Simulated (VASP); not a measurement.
A run of VASP 6.6.1:

File INCAR:

```
SYSTEM = Ca3AsP
PREC     = Accurate       ! precision mode
ENCUT    = 500            ! plane-wave cutoff, eV
EDIFF    = 1E-6           ! SCF threshold, eV
ISMEAR   = 0              ! smearing method
SIGMA    = 0.1            ! smearing width, eV
LREAL    = .False.        ! projectors in reciprocal space
LASPH    = .True.         ! aspherical terms in the spheres
NELM     = 120            ! most SCF steps
ALGO     = Normal         ! electronic algorithm
ISIF     = 2              ! what is computed and relaxed
LWAVE    = .False.        ! write WAVECAR
LCHARG   = .True.         ! write CHGCAR
GGA      = PE             ! functional
LELF     = .True.         ! ELF
LVHAR    = .True.       
NBANDS   = 28             ! bands
GGA_COMPAT= .False.
```

Contents of KPOINTS:

```
regular mesh
0
Gamma
  2 2 2
  0 0 0
```

The input POSCAR:

```
Ca3AsP
1.0
    5.3338990000      0.0000000000      0.0000000000
    0.0000000000      5.3338990000      0.0000000000
    0.0000000000      0.0000000000      5.3338990000
Ca P As
3 1 1
Direct
    0.0000000000      0.5000000000      0.5000000000
    0.5000000000      0.0000000000      0.5000000000
    0.5000000000      0.5000000000      0.0000000000
    0.5000000000      0.5000000000      0.5000000000
    0.0000000000      0.0000000000      0.0000000000
```

Potentials or basis: VASP PAW PBE potentials, release 64 (Ca_sv, P, As).

Command:

```console
$ cat potpaw_PBE.64/Ca_sv/POTCAR potpaw_PBE.64/P/POTCAR potpaw_PBE.64/As/POTCAR > POTCAR
$ mpirun -np 1 vasp_std > vasp.out
```

Hardware: 1 thread of Intel(R) Xeon(R) Platinum 8375C CPU @ 2.90GHz (Ice Lake) (shared host).

Q: How long does it take, and how much memory?

A: It took 22 s on 1 thread of Intel(R) Xeon(R) Platinum 8375C CPU @ 2.90GHz (Ice Lake), on a shared host, peak memory 0.24 GiB. Counts: scf iterations 15, k points 4.
